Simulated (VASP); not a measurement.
# BaTiO3 (Pm-3m) in VASP: further runs

Runs on BaTiO3. Level: LDA. Tasks: single point.

All numbers are computed with VASP 6.6.1; they aren't measurements. Logs are shortened: lines on timing, memory, paths and dates and some standing lists are left out, and cuts for length are marked.

## (1) The cell of the first run

Symmetry: Pm-3m, No. 221, cubic system. The conventional cell has a = 3.881 Å, b = 3.881 Å, c = 3.881 Å, α = 90.00°, β = 90.00°, γ = 90.00°. Within 3.6 Å of Ba (site symmetry m-3m) lie 12 O at 2.74 Å and 8 Ti at 3.36 Å. Within 2.6 Å of Ti (site symmetry m-3m) lie 6 O at 1.94 Å. O (site symmetry 4/mmm) has 2 Ti at 1.94 Å within 2.6 Å.

## (2) Single point, LDA (volume scaled by 0.960)

The input, INCAR:

```
PREC = Accurate
ENCUT = 520
EDIFF = 1E-6
ISMEAR = 0
SIGMA = 0.05
LREAL = False
LASPH = True
NELM = 100
ALGO = Normal
ISIF = 2
LWAVE = False
LCHARG = False
NBANDS = 28
```

The input, KPOINTS:

```
Automatic mesh
0
Gamma
  6 6 6
```

The input, POSCAR:

```
BaTiO3
1.0
    3.8813524203      0.0000000000      0.0000000000
    0.0000000000      3.8813524203      0.0000000000
    0.0000000000      0.0000000000      3.8813524203
Ba Ti O
1 1 3
Direct
    0.5000000000      0.5000000000      0.5000000000
    0.0000000000      0.0000000000      0.0000000000
    0.5000000000      0.0000000000      0.0000000000
    0.0000000000      0.5000000000      0.0000000000
    0.0000000000      0.0000000000      0.5000000000
```

Potentials or basis: VASP PAW LDA potentials, release 64 (Ba_sv, Ti_sv, O).

Launch:

```bash
cat potpaw_LDA.64/Ba_sv/POTCAR potpaw_LDA.64/Ti_sv/POTCAR potpaw_LDA.64/O/POTCAR > POTCAR
mpirun -np 1 vasp_std > vasp.out
```

OUTCAR:

```text
PREC = Accurate
   ENCUT = 520
   EDIFF = 1E-6
   ISMEAR = 0
   LREAL = False
   LASPH = True
   NELM = 100
   ISIF = 2

 ion  position               nearest neighbor table
   1  0.500  0.500  0.500-   3 2.74   4 2.74   5 2.74   3 2.74   4 2.74   3 2.74   5 2.74   3 2.74
                             4 2.74   5 2.74   4 2.74   5 2.74   2 3.36   2 3.36   2 3.36   2 3.36
   2  0.000  0.000  0.000-   3 1.94   4 1.94   5 1.94   5 1.94   4 1.94   3 1.94   1 3.36   1 3.36
                             1 3.36   1 3.36   1 3.36   1 3.36   1 3.36   1 3.36
   3  0.500  0.000  0.000-   2 1.94   2 1.94   1 2.74   1 2.74   1 2.74   1 2.74
   4  0.000  0.500  0.000-   2 1.94   2 1.94   1 2.74   1 2.74   1 2.74   1 2.74
   5  0.000  0.000  0.500-   2 1.94   2 1.94   1 2.74   1 2.74   1 2.74   1 2.74

  LATTYP: Found a simple cubic cell.
 ALAT       =     3.8813524203

  Lattice vectors:

 A1 = (   3.8813524203,   0.0000000000,   0.0000000000)
 A2 = (   0.0000000000,   3.8813524203,   0.0000000000)
 A3 = (   0.0000000000,   0.0000000000,   3.8813524203)

Analysis of symmetry for initial positions (statically):
=====================================================================
 Subroutine PRICEL returns:
 Original cell was already a primitive cell.

 Routine SETGRP: Setting up the symmetry group for a
 simple cubic supercell.

 Subroutine GETGRP returns: Found 48 space group operations
 (whereof 48 operations were pure point group operations)
 out of a pool of 48 trial point group operations.

The static configuration has the point symmetry O_h .

Analysis of symmetry for dynamics (positions and initial velocities):
=====================================================================
 Subroutine PRICEL returns:
 Original cell was already a primitive cell.

 Routine SETGRP: Setting up the symmetry group for a
 simple cubic supercell.

 Subroutine GETGRP returns: Found 48 space group operations
 (whereof 48 operations were pure point group operations)
 out of a pool of 48 trial point group operations.

The dynamic configuration has the point symmetry O_h .

 Subroutine INISYM returns: Found 48 space group operations
 (whereof 48 operations are pure point group operations),
 and found     1 'primitive' translations

----------------------------------------------------------------------------------------

                                     Primitive cell

  volume of cell :      58.4722

  direct lattice vectors                    reciprocal lattice vectors
     3.881352420  0.000000000  0.000000000     0.257642155  0.000000000  0.000000000
     0.000000000  3.881352420  0.000000000     0.000000000  0.257642155  0.000000000
     0.000000000  0.000000000  3.881352420     0.000000000  0.000000000  0.257642155

  length of vectors
     3.881352420  3.881352420  3.881352420     0.257642155  0.257642155  0.257642155

  position of ions in fractional coordinates (direct lattice)
     0.500000000  0.500000000  0.500000000
     0.000000000  0.000000000  0.000000000
     0.500000000  0.000000000  0.000000000
     0.000000000  0.500000000  0.000000000
     0.000000000  0.000000000  0.500000000

  ion indices of the primitive-cell ions
   primitive index   ion index
                 1           1
                 2           2
                 3           3
                 4           4
                 5           5

----------------------------------------------------------------------------------------

 KPOINTS: Automatic mesh

Automatic generation of k-mesh.
 Grid dimensions read from file:
 generate k-points for:    6    6    6

 Generating k-lattice:

  Cartesian coordinates                     Fractional coordinates (reciprocal lattice)
     0.042940359  0.000000000  0.000000000     0.166666667  0.000000000  0.000000000
     0.000000000  0.042940359  0.000000000     0.000000000  0.166666667  0.000000000
     0.000000000  0.000000000  0.042940359     0.000000000  0.000000000  0.166666667

  Length of vectors
     0.042940359  0.042940359  0.042940359

  Shift w.r.t. Gamma in fractional coordinates (k-lattice)
     0.000000000  0.000000000  0.000000000

 Subroutine IBZKPT returns following result:
 ===========================================

 Found     20 irreducible k-points:

 Following reciprocal coordinates:
            Coordinates               Weight
  0.000000  0.000000  0.000000      1.000000
  0.166667  0.000000  0.000000      6.000000
  0.333333  0.000000  0.000000      6.000000
  0.500000  0.000000  0.000000      3.000000
  0.166667  0.166667  0.000000     12.000000
  0.333333  0.166667  0.000000     24.000000
[... 12 lines left out ...]
  0.500000  0.500000  0.333333      6.000000
  0.500000  0.500000  0.500000      1.000000
   k-points           NKPTS =     20   k-points in BZ     NKDIM =     20   number of bands    NBANDS=     28
   number of dos      NEDOS =    301   number of ions     NIONS =      5
   total plane-waves  NPLWV =  27000
   dimension x,y,z NGX =    30 NGY =   30 NGZ =   30
   dimension x,y,z NGXF=    60 NGYF=   60 NGZF=   60
   ions per type =               1   1   3
   NGX,Y,Z   is equivalent  to a cutoff of  12.85, 12.85, 12.85 a.u.
   NGXF,Y,Z  is equivalent  to a cutoff of  25.70, 25.70, 25.70 a.u.
 SYSTEM =  unknown system
   PREC   = accura    normal or accurate (medium, high low for compatibility)
   ISTART =      0    job   : 0-new  1-cont  2-samecut
   ICHARG =      2    charge: 1-file 2-atom 10-const
   ISPIN  =      1    spin polarized calculation?
   LNONCOLLINEAR =      F non collinear calculations
   LSORBIT =      F    spin-orbit coupling
   LASPH  =      T    aspherical Exc in radial PAW
   ENCUT  =  520.0 eV  38.22 Ry    6.18 a.u.   7.22  7.22  7.22*2*pi/ulx,y,z
   NELM   =    100;   NELMIN=  2; NELMDL= -5     # of ELM steps
   EDIFF  = 0.1E-05   stopping-criterion for ELM
   LREAL  =      F    real-space projection
[... 7 lines left out ...]
   TEBEG  =    0.0;   TEEND  =   0.0 temperature during run
   PSTRESS=    0.0 pullay stress
   NELECT =      40.0000    total number of electrons
   NUPDOWN=      -1.0000    fix difference up-down
   EMIN   =  10.00;   EMAX   =-10.00  energy-range for DOS
   EFERMI =   0.00;   METHOD = LEGACY
   ISMEAR =     0;   SIGMA  =   0.05  broadening in eV -4-tet -1-fermi 0-gaus
   EFERMI_NEDOS =   21; number of points for ismear=-14 and -15
   IALGO  =     38    algorithm
   IMIX   =      4    mixing-type and parameters
     AMIX     =   0.40;   BMIX     =  1.00
     AMIX_MAG =   1.60;   BMIX_MAG =  1.00
  volume/ion in A,a.u.               =      11.69        78.92
  Fermi-wavevector in a.u.,A,eV,Ry     =   1.442486  2.725904 28.310557  2.080767
  Thomas-Fermi vector in A             =   2.561001
   LORBIT       =      0    0 simple, 1 ext, 2 COOP (PROOUT), +10 PAW based schemes
   GGA     = CA    functional components
   LHFCALC =     F    Hartree Fock is set to
   AEXX    =    0.0000 exact exchange contribution
   IVDW    =     0    specifies the selected vdW correction
   LEPSILON=     F    determine dielectric tensor
   LRPA    =     F    only Hartree local field effects (RPA)
 non-spin polarized calculation
 Gauss-broadening in eV      SIGMA  =   0.05
  energy-cutoff  :      520.00
  volume of cell :       58.47
 maximum number of plane-waves:      1596
 NGX is ok and might be reduce to    30
   NGX = 15   NGY = 15   NGZ = 15

 number of electron      40.0000020 magnetization

 Free energy of the ion-electron system (eV)
  ---------------------------------------------------
  ext. energy  EPLUGINS =         0.00000000
  ---------------------------------------------------
  free energy    TOTEN  =       -44.03999659 eV

  energy without entropy =      -44.03999659  energy(sigma->0) =      -44.03999659

 E-fermi :   4.6405     XC(G=0): -12.2150

 val. band max:        4.2801178311   @ k =   0.5000   0.5000   0.5000
 cond. band min:       6.1005043773   @ k =   0.0000   0.0000   0.0000
 fundamental gap:      1.8203865462
 Fermi energy:         4.6405484779

 k-point     1 :       0.0000    0.0000    0.0000
  band No.  band energies     occupation
      1     -51.2167      2.00000
      2     -27.8920      2.00000
      3     -27.8920      2.00000
      4     -27.8920      2.00000
      5     -20.2156      2.00000
      6     -12.4908      2.00000
[... 20 lines left out ...]
     27       9.3081      0.00000
     28      12.5623      0.00000

 k-point     2 :       0.1667    0.0000    0.0000
  band No.  band energies     occupation
      1     -51.2162      2.00000
      2     -27.9138      2.00000
      3     -27.8911      2.00000
      4     -27.8911      2.00000
      5     -20.1663      2.00000
      6     -12.5604      2.00000
[... 20 lines left out ...]
     27       9.9423      0.00000
     28      13.2454      0.00000

 k-point     3 :       0.3333    0.0000    0.0000
  band No.  band energies     occupation
      1     -51.2152      2.00000
      2     -27.9568      2.00000
      3     -27.8892      2.00000
      4     -27.8892      2.00000
      5     -20.0642      2.00000
      6     -12.8188      2.00000
[... 20 lines left out ...]
     27      11.3640      0.00000
     28      12.9319      0.00000

 k-point     4 :       0.5000    0.0000    0.0000
  band No.  band energies     occupation
      1     -51.2148      2.00000
      2     -27.9781      2.00000
      3     -27.8883      2.00000
      4     -27.8883      2.00000
      5     -20.0113      2.00000
      6     -12.9664      2.00000
[... 454 lines left out ...]
     27      12.4784      0.00000
     28      12.8010      0.00000

 k-point    19 :       0.5000    0.5000    0.3333
  band No.  band energies     occupation
      1     -51.2115      2.00000
      2     -27.9676      2.00000
      3     -27.9676      2.00000
      4     -27.9462      2.00000
      5     -19.8155      2.00000
      6     -11.6554      2.00000
[... 20 lines left out ...]
     27      12.4805      0.00000
     28      13.0286      0.00000

 k-point    20 :       0.5000    0.5000    0.5000
  band No.  band energies     occupation
      1     -51.2111      2.00000
      2     -27.9664      2.00000
      3     -27.9664      2.00000
      4     -27.9664      2.00000
      5     -19.7888      2.00000
      6     -11.4476      2.00000
[... 20 lines left out ...]
     27      13.0289      0.00000
     28      13.0289      0.00000

------------------------ aborting loop because EDIFF is reached ----------------------------------------

  FORCE on cell =-STRESS in cart. coord.  units (eV):
  Direction    XX          YY          ZZ          XY          YZ          ZX
  --------------------------------------------------------------------------------------
  -------------------------------------------------------------------------------------
  Total        4.2772428      4.2772428      4.2772428     -0.0000000     -0.0000000      0.0000000
  in kB      117.1993636    117.1993636    117.1993636     -0.0000000     -0.0000000      0.0000000
  external PRESSURE =     117.1993636 kB  Pullay stress =       0.0000000 kB

 VOLUME and BASIS-vectors are now :
 -----------------------------------------------------------------------------
  energy-cutoff  :      520.00
  volume of cell :       58.47
      direct lattice vectors                 reciprocal lattice vectors
     3.881352420  0.000000000  0.000000000     0.257642155  0.000000000  0.000000000
     0.000000000  3.881352420  0.000000000     0.000000000  0.257642155  0.000000000
     0.000000000  0.000000000  3.881352420     0.000000000  0.000000000  0.257642155

 POSITION                                       TOTAL-FORCE (eV/Angst)
 -----------------------------------------------------------------------------------
      1.94068      1.94068      1.94068         0.000000      0.000000      0.000000
      0.00000      0.00000      0.00000         0.000000      0.000000      0.000000
      1.94068      0.00000      0.00000         0.000000      0.000000      0.000000
      0.00000      1.94068      0.00000         0.000000      0.000000      0.000000
      0.00000      0.00000      1.94068         0.000000      0.000000      0.000000
 -----------------------------------------------------------------------------------
    total drift:                                0.000000     -0.000000      0.000000

  FREE ENERGIE OF THE ION-ELECTRON SYSTEM (eV)
  ---------------------------------------------------
  free  energy   TOTEN  =       -44.0399965922 eV

  energy  without entropy=      -44.0399965922  energy(sigma->0) =      -44.03999659
```

It took 96 s on 1 thread of AMD EPYC 7R13, shared host; peak memory 0.14 GiB.

What came out:

```yaml
Free_energy: -44.0400 eV
Pressure: 11.7 GPa
Band_gap_on_the_k_mesh: 1.82 eV, indirect (least direct gap 1.86 eV)
```

Caveat: spin-orbit coupling is left out, which moves the levels of the heavy elements. A k mesh can miss the band edges.

(Part 1 of 2 ends here.)
